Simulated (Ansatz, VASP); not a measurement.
One calculation of Al6H, two programs

File INCAR:

```
SYSTEM = Al6H
  PREC = Accurate
  ENCUT = 520
  EDIFF = 1E-6
  ISMEAR = 0
  SIGMA = 0.1
  LREAL = .FALSE.
  LASPH = .TRUE.
  NELM = 80
  ALGO = Normal
  ISIF = 2
  LWAVE = .FALSE.
  LCHARG = .TRUE.
  LDIPOL = .TRUE.
  IDIPOL = 3
  DIPOL = 0.5 0.5 0.304
  GGA = PE
  LELF = .TRUE.
  LVHAR = .TRUE.
  LVACPOTAV = .TRUE.
  NBANDS = 32
```

File KPOINTS:

```
Automatic mesh
0
G
  6 6 1
  0 0 0
```

File POSCAR:

```
Al6H
1.0
    5.7143028096      0.0000000000      0.0000000000
   -2.8571514048      4.9487313980      0.0000000000
    0.0000000000      0.0000000000     22.6016424997
Al H
12 2
Direct
    0.3333333333      0.1666666667      0.1769782882
    0.3333333333      0.6666666667      0.1769782882
    0.8333333333      0.1666666667      0.1769782882
    0.8333333333      0.6666666667      0.1769782882
    0.1666666667      0.3333333333      0.2787817902
    0.1666666667      0.8333333333      0.2787817902
    0.6666666667      0.3333333333      0.2787817902
    0.6666666667      0.8333333333      0.2787817902
    0.0000000000      0.0000000000      0.3805759913
    0.0000000000      0.5000000000      0.3805759913
    0.5000000000      0.0000000000      0.3805759913
    0.5000000000      0.5000000000      0.3805759913
    0.1014590270      0.1666666667      0.4571191010
    0.5652076396      0.1666666667      0.4571191010
```

Input for Ansatz:

```yaml
crystal:
  lattice:
    - [5.7143028096, 0.0, 0.0]
    - [-2.8571514048, 4.948731398, 0.0]
    - [0.0, 0.0, 22.6016424997]
  atoms:
    - { symbol: Al, position: [0.3333333333, 0.1666666667, 0.1769782882] }
    - { symbol: Al, position: [0.3333333333, 0.6666666667, 0.1769782882] }
    - { symbol: Al, position: [0.8333333333, 0.1666666667, 0.1769782882] }
    - { symbol: Al, position: [0.8333333333, 0.6666666667, 0.1769782882] }
    - { symbol: Al, position: [0.1666666667, 0.3333333333, 0.2787817902] }
    - { symbol: Al, position: [0.1666666667, 0.8333333333, 0.2787817902] }
    - { symbol: Al, position: [0.6666666667, 0.3333333333, 0.2787817902] }
    - { symbol: Al, position: [0.6666666667, 0.8333333333, 0.2787817902] }
    - { symbol: Al, position: [0.0, 0.0, 0.3805759913] }
    - { symbol: Al, position: [0.0, 0.5, 0.3805759913] }
    - { symbol: Al, position: [0.5, 0.0, 0.3805759913] }
    - { symbol: Al, position: [0.5, 0.5, 0.3805759913] }
    - { symbol: H, position: [0.101459027, 0.1666666667, 0.457119101] }
    - { symbol: H, position: [0.5652076396, 0.1666666667, 0.457119101] }
basis:
  ecutwfc: 420
kpoints:
  mp_grid: { grid: [6, 6, 1] }
hamiltonian:
  xc: pbe
scf:
  occupations: { method: gaussian, width: 0.1 }
output:
  forces: true
  eigenvalues: true
efield:
  axis: 3
  dipole_correction: true
  ramp_width: 0.04
```

Alike in both runs: task single point; functional PBE; k mesh 6 × 6 × 1; occupations gaussian, width 0.1 eV; no spin polarisation.

```csv
,VASP,Ansatz
version,VASP 6.6.1,Ansatz 0.2.0
potentials or method,"VASP PAW PBE potentials, release 64 (Al, H), cutoff 520 eV","scalar-relativistic, plane waves, PAW"
valence electrons in the cell,38,38
```

|  | VASP | Ansatz | Ansatz less VASP |
| --- | --- | --- | --- |
| gap on the k mesh at the Fermi level (eV) | none | none | - |
| rms of the force components (eV/Å) | 0.462 | 0.462 | -0.0002 |
| work function, face that differs most (eV) | 4.04 | 4.04 | -0.001 |

Atom by atom the forces differ by 0.001 eV/Å (rms over components). A gap of «none» marks a metal or a gap that the smearing closes.
